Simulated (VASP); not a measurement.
A run of VASP 6.6.1 is set up as follows.

File POSCAR:

```
BN
1.0
    1.8048137541     -1.8048137541      0.0000000000
    1.8048137541      0.0000000000     -1.8048137541
    9.6257936761      6.0159856865      6.0159856865
B N
6 6
Direct
    0.7361201400     -0.2638798600      0.3958000000
    0.1805701400      0.1805701400      0.2291333333
    0.2916701400      0.2916701400      0.5624666667
    0.4027701400      0.4027701400      0.8958000000
   -0.1527798600     -0.1527798600      0.7291333333
    0.6250201400      0.6250201400      0.0624666667
    0.3750076400      0.3750076400      0.4374666667
   -0.1805423600     -0.1805423600      0.2708000000
   -0.0694423600     -0.0694423600      0.6041333333
    0.0416576400      0.0416576400      0.9374666667
   -0.5138923600     -0.5138923600      0.7708000000
    0.2639076400      0.2639076400      0.1041333333
```

Contents of INCAR.step1:

```
SYSTEM = BN
  ALGO = Normal
  EDIFF = 1E-4
  ENCUT = 520
  GGA = PE
  ISMEAR = 0
  LASPH = .True.
  LCHARG = .False.
  LREAL = .False.
  LWAVE = .True.
  NBANDS = 36
  NELM = 60
  PREC = Accurate
  SIGMA = 0.05
```

File INCAR.step2:

```
SYSTEM = BN
  ALGO = Normal
  EDIFF = 1E-7
  ENCUT = 520
  ISIF = 2
  ISMEAR = 0
  ISTART = 1
  LASPH = .True.
  LCHARG = .False.
  LMIXTAU = .True.
  LREAL = .False.
  LWAVE = .False.
  METAGGA = R2SCAN
  NBANDS = 36
  NELM = 60
  PREC = Accurate
  SIGMA = 0.05
```

The input KPOINTS:

```
k-points
0
Gamma
  10 10 2
  0 0 0
```

Potentials or basis: VASP PAW PBE potentials, release 64 (B, N).

Command:

```bash
$ cat potpaw_PBE.64/B/POTCAR potpaw_PBE.64/N/POTCAR > POTCAR
$ cp INCAR.step1 INCAR
$ mpirun -np 1 vasp_std > vasp.out
$ cp INCAR.step2 INCAR
$ mpirun -np 1 vasp_std > vasp.out
```

Question: Predict the largest force.

Answer: 1.834 eV/Å.

Question: Estimate the band gap on the k mesh.

Answer: 3.03 eV (least direct gap 4.67 eV).

Question: What does it give for the pressure?

Answer: 0.7 GPa.

Forces on the atoms (eV/Å):
```
B    0.143  0.143  0.143
B    0.210  0.210  0.210
B    0.137  0.137  0.137
B   -0.288 -0.289 -0.289
B    0.120  0.121  0.121
B    1.059  1.058  1.058
N   -0.140 -0.139 -0.139
N   -0.132 -0.132 -0.132
N   -0.141 -0.141 -0.141
N   -0.820 -0.819 -0.819
N   -0.212 -0.212 -0.212
N    0.062  0.063  0.063
```

Caveat: the cell differs from its parent crystal (the part above a cut slid along it); the PAW data sets were made with another functional, which shifts forces and pressure a little. A k mesh can miss the band edges.
